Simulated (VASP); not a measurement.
A run of VASP 6.6.1:

INCAR

```
ALGO = Normal
EDIFF = 1E-6
ENCUT = 500
GGA_COMPAT = F
ISIF = 2
ISMEAR = 0
LASPH = T
LCHARG = F
LREAL = F
LWAVE = F
NBANDS = 15
NELM = 120
PREC = Accurate
SIGMA = 0.02
```

Contents of KPOINTS:

```
k-points
0
Gamma
  8 8 8
```

Contents of POSCAR:

```
CaS
1.0
    0.0000000000      2.7817771865      2.7817771865
    2.7817771865      0.0000000000      2.7817771865
    2.7817771865      2.7817771865      0.0000000000
Ca S
1 1
Direct
    0.0000000000      0.0000000000      0.0000000000
    0.5000000000      0.5000000000      0.5000000000
```

Potentials or basis: VASP PAW LDA potentials, release 64 (Ca_sv, S).

The run is started by

```sh
$ cat potpaw_LDA.64/Ca_sv/POTCAR potpaw_LDA.64/S/POTCAR > POTCAR
$ mpirun -np 1 vasp_std > vasp.out
```

Hardware: 1 thread of Intel Xeon 8259CL, on a shared host.

**Question.** Estimate the wall time of this run.

**Answer.** It took 39 s on 1 thread of Intel Xeon 8259CL, with other jobs on the host, peak memory 0.15 GiB. Counts: scf iterations 12, k points 29.
